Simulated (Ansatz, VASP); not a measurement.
**MgO: VASP beside Ansatz**

```
Mg O
1.0
     3.36369    0.12788   -0.04560
    -1.57110    2.97697   -0.04562
    -0.05465   -0.09467    4.35540
Mg O
2 2
Cartesian
  1.6770 1.0382 3.2259
  0.0880 2.0187 1.0482
  1.6969 1.0274 1.0383
  0.0140 1.9360 3.2160
```

Alike in both runs: task single point; functional PBEsol; k mesh 9 × 9 × 6; occupations gaussian, width 0.02 eV; no spin polarisation.

|  | VASP | Ansatz |
| --- | --- | --- |
| version | VASP 6.6.1 | Ansatz 0.2.0 |
| potentials or method | VASP PAW PBE potentials, release 64 (Mg, O), cutoff 520 eV | scalar-relativistic, plane waves, PAW |
| valence electrons in the cell | 16 | 32 |

```tsv
	VASP	Ansatz	Ansatz less VASP
gap on the k mesh at the Fermi level (eV)	3.13	3.14	+0.005
least direct gap on the mesh (eV)	3.13	3.14	+0.005
pressure (GPa)	1.0	1.3	+0.29
traceless stress, the component that is largest in VASP (GPa)	-8.36	-8.22	+0.132
rms of the force components (eV/Å)	0.654	0.645	-0.0090
```

VASP's potentials were made for PBE, not for PBEsol. Atom by atom the forces differ by 0.009 eV/Å (rms over components). With one functional, cell and mesh, what is left measures potentials, basis and numerics. VASP's potentials hold 16 valence electrons a cell and Ansatz's 32, so a difference there can come from the potentials and not from the codes. Ansatz's warnings: near symmetry operations not taken.
